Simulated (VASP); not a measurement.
Cd7S:

```
Cd S
1.0
     3.40000    0.00000    0.00000
    -1.70000    2.94449    0.00000
     0.00000    0.00000   18.20000
Cd S
7 1
Direct
  0.66667 0.33333 0.91200
  0.00000 0.00000 0.14000
  0.00000 0.00000 0.65500
  0.33333 0.66667 0.78300
  0.33333 0.66667 0.26900
  0.00000 0.00000 0.39700
  0.33333 0.66667 0.52600
  0.00000 0.00000 0.00000
```

- Program: VASP 6.6.1
- Task: relaxation of cell and atoms
- Functional: PBE
- Potentials or basis: VASP PAW PBE potentials, release 64 (Cd, S)
- Cutoff: 600 eV
- k mesh: 5 × 5 × 1
- Occupations: gaussian, width 0.2 eV
- Spin: no spin polarisation

At the start: pressure 1.4 GPa; volume 22.78 Å³/atom.

Q: How do energy, volume and symmetry change on relaxing?

A: Over 12 steps the energy falls by 30.4 meV/atom and the volume is 24.88 Å³/atom (+9.2 %); space group P3m1 (No. 156, to 0.1 Å) before and after.

The path:
```csv
step,energy change (eV),largest force (eV/Å),pressure (GPa),volume (Å³)
1,0.0000,0.6067,1.36,182.20
2,-0.1054,0.2874,0.16,187.31
3,-0.1222,0.4218,-0.44,190.65
4,-0.1579,0.3127,0.06,190.00
5,-0.1835,0.2096,1.32,188.44
6,-0.1851,0.2266,1.06,188.76
7,-0.2088,0.2306,0.70,191.83
8,-0.2257,0.4322,0.06,198.47
9,-0.2269,0.3918,0.19,196.96
10,-0.2370,0.2181,0.02,198.16
11,-0.2412,0.1304,-0.17,199.72
12,-0.2435,0.0690,0.02,199.06
```

Final structure:
```
Cd S
1.0
     3.66916    0.00000    0.00000
    -1.83458    3.17759    0.00000
     0.00000    0.00000   17.07322
Cd S
7 1
Direct
  0.66667 0.33333 0.91576
  0.00000 0.00000 0.14340
  0.00000 0.00000 0.65439
  0.33333 0.66667 0.78426
  0.33333 0.66667 0.26752
  0.00000 0.00000 0.39440
  0.33333 0.66667 0.52497
  0.00000 0.00000 0.99729
```

Caveat: the k points lie up to 0.40 Å⁻¹ apart in the final cell, too coarse for converged energies and pressures of a metal; the relaxation stopped at a loose force limit of 0.08 eV/Å, so its end isn't a converged minimum.
